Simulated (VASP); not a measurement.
Wanted: the native input for a VASP 6.6.1 run.

```yaml
Task: relaxation of cell and atoms
Functional: PBEsol
Potentials_or_basis: VASP PAW PBE potentials, release 64 (Rh_pv)
Cutoff: 600 eV
k_mesh: 21 × 21 × 21
Occupations: fermi-dirac, width 0.1 eV
Spin: no spin polarisation
Target_pressure: 510 GPa
Dipole_correction: no
Further_INCAR_settings: ALGO = Normal; EDIFF = 1e-07; IBRION = 2; EDIFFG = -0.005; NSW = 60; ISIF = 3
```

The structure of Rh lies in POSCAR:

```
Rh
1.0
    0.0000000000      1.5965180669      1.5965180669
    1.5965180669      0.0000000000      1.5965180669
    1.5965180669      1.5965180669      0.0000000000
Rh
1
Direct
    0.0000000000      0.0000000000      0.0000000000
```

The input as run:

INCAR

```
  PREC = Accurate
  ENCUT = 600
  EDIFF = 1E-7
  ISMEAR = -1
  SIGMA = 0.1
  LREAL = F
  LASPH = T
  NELM = 80
  ALGO = Normal
  ISIF = 3
  LWAVE = F
  LCHARG = F
  GGA = PS
  IBRION = 2
  NSW = 60
  EDIFFG = -0.005
  PSTRESS = 5100.0
```

KPOINTS

```
Automatic mesh
0
Gamma
  21 21 21
```

Potentials or basis: VASP PAW PBE potentials, release 64 (Rh_pv).

Run with:

```console
$ cat potpaw_PBE.64/Rh_pv/POTCAR > POTCAR
$ mpirun -np 1 vasp_std > vasp.out
```

Results of the run:

```json
{
  "Relaxed volume": "8.17 Å³/atom",
  "Relaxed cell": "a = 2.261 Å, b = 2.261 Å, c = 2.261 Å, α = 60.00°, β = 60.00°, γ = 60.00°",
  "Space group after relaxing (to 0.05 Å)": "Fm-3m (No. 225)",
  "Energy change on relaxing (the enthalpy is what falls)": "-98.3 meV/atom",
  "Ionic steps": "4",
  "Pressure after relaxing": "510.0 GPa"
}
```

Caveat: the cell is relaxed towards a set pressure, so the enthalpy falls and the energy may rise; the PAW data sets were made with another functional, which shifts forces and pressure a little.

Run time: 58 s on 1 thread of Intel Xeon 6975P-C (shared host), peak memory 0.16 GiB.
